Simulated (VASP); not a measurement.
Zn2CdSe:

```
CELL_PARAMETERS angstrom
4.08395 0.00000 0.00000
-2.04198 3.53681 0.00000
0.00000 0.00000 5.38532
ATOMIC_POSITIONS crystal
Zn 0.33333 0.66667 0.00000
Zn 0.66667 0.33333 0.00000
Cd 0.00000 0.00000 0.00000
Se 0.00000 0.00000 0.50000
```

```yaml
Program: VASP 6.6.1
Task: relaxation of cell and atoms
Functional: PBE
Potentials_or_basis: VASP PAW PBE potentials, release 64 (Zn, Cd, Se)
Cutoff: 600 eV
k_mesh: 6 × 6 × 4
Occupations: gaussian, width 0.1 eV
Spin: no spin polarisation
```

At the start: pressure 28.8 GPa; volume 19.45 Å³/atom.

Question: Where does the relaxation end?

Answer: Over 9 steps the energy falls by 588.0 meV/atom and the volume is 25.90 Å³/atom (+33.2 %); space group P6/mmm (No. 191, to 0.05 Å).

The path:
```csv
step,energy change (eV),largest force (eV/Å),pressure (GPa),volume (Å³)
1,0.0000,0.0000,28.83,77.79
2,-2.0918,0.0000,-3.83,122.52
3,-2.3379,0.0000,0.08,103.21
4,-2.3407,0.0000,-0.78,105.89
5,-2.3417,0.0000,-0.54,105.06
6,-2.3414,0.0000,-0.36,104.48
7,-2.3494,0.0000,0.09,103.41
8,-2.3503,0.0000,0.36,102.91
9,-2.3519,0.0000,0.15,103.60
```

Final structure:
```yaml
crystal:
  lattice:
    - [4.73376, 0.00000, 0.00000]
    - [-2.36688, 4.09955, 0.00000]
    - [0.00000, 0.00000, 5.33865]
  atoms:
    - { symbol: Zn, position: [0.33333, 0.66667, 0.00000] }
    - { symbol: Zn, position: [0.66667, 0.33333, 0.00000] }
    - { symbol: Cd, position: [0.00000, 0.00000, 0.00000] }
    - { symbol: Se, position: [0.00000, 0.00000, 0.50000] }
```

Caveat: the volume moved by over 15 % at a fixed basis, so the end points are rough.
